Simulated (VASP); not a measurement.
Sc2Si2Se: relaxation of cell and atoms with PBE

Sc2Si2Se:

```
Sc Si Se
1.0
     3.73698    0.00000    0.00000
    -1.86849    3.23632    0.00000
     0.00000    0.00000    7.92835
Sc Si Se
2 2 1
Direct
  0.66667 0.33333 0.79194
  0.33333 0.66667 0.20806
  0.66667 0.33333 0.43343
  0.33333 0.66667 0.56657
  0.00000 0.00000 0.00000
```

The cell was generated, and may not be a known phase.

```yaml
Program: VASP 6.6.1
Task: relaxation of cell and atoms
Functional: PBE
Potentials_or_basis: VASP PAW PBE potentials, release 64 (Sc_sv, Si, Se)
Cutoff: 600 eV
k_mesh: 12 × 12 × 6
Occupations: gaussian, width 0.1 eV
Spin: no spin polarisation
Dipole_correction: no
Further_INCAR_settings: ALGO = Normal; EDIFF = 1e-06; IBRION = 2; EDIFFG = -0.01; NSW = 100; ISIF = 3
```

The relaxed volume is 19.20 Å³/atom and the relaxed cell is a = 3.741 Å, b = 3.741 Å, c = 7.919 Å, α = 90.00°, β = 90.00°, γ = 120.00°. The space group after relaxing (to 0.1 Å) is P-3m1 (No. 164) and the energy gained by relaxing is 0.3 meV/atom. The ionic steps are 7 and the pressure after relaxing is 0.0 GPa. The largest force after relaxing is 0.006 eV/Å and the band gap on the k mesh is zero (bands 18 and 19 overlap by 0.74 eV).

Forces in eV/Å, atoms in the order of the input:
```
Sc   0.000  0.000  0.002
Sc   0.000  0.000 -0.002
Si   0.000  0.000 -0.006
Si   0.000  0.000  0.006
Se   0.000  0.000  0.000
```

Step by step:
```tsv
step	energy change (eV)	largest force (eV/Å)	pressure (GPa)	volume (Å³)
1	0.0000	0.1130	0.16	95.89
2	-0.0010	0.0486	-0.12	96.15
3	-0.0011	0.0312	-0.19	96.22
4	-0.0014	0.0150	0.03	95.99
5	-0.0014	0.0186	0.05	95.96
6	-0.0015	0.0107	0.03	95.99
7	-0.0016	0.0056	0.01	96.01
```

Final structure:
```
Sc Si Se
1.0
     3.74146    0.00000    0.00000
    -1.87073    3.24020    0.00000
     0.00000    0.00000    7.91922
Sc Si Se
2 2 1
Direct
  0.66667 0.33333 0.79356
  0.33333 0.66667 0.20644
  0.66667 0.33333 0.43383
  0.33333 0.66667 0.56617
  0.00000 0.00000 0.00000
```

Levels at points of the mesh, in eV from the Fermi level:
```tsv
k point	band 16	band 17	band 18	band 19	band 20	band 21
(0.00, 0.00, 0.00)	-1.48	-1.48	0.23	0.60	0.60	1.03
(0.50, 0.00, 0.00)	-2.73	-2.70	-1.25	0.38	0.73	1.19
(0.00, 0.00, 0.50)	-1.09	-0.55	-0.13	0.11	0.11	0.79
(0.50, 0.00, 0.50)	-2.86	-2.83	-1.41	-0.35	1.41	2.01
```

It took 6.6 min on 1 thread of AMD EPYC 9R45 96-Core Processor (Zen 5), on a shared host, peak memory 0.41 GiB.
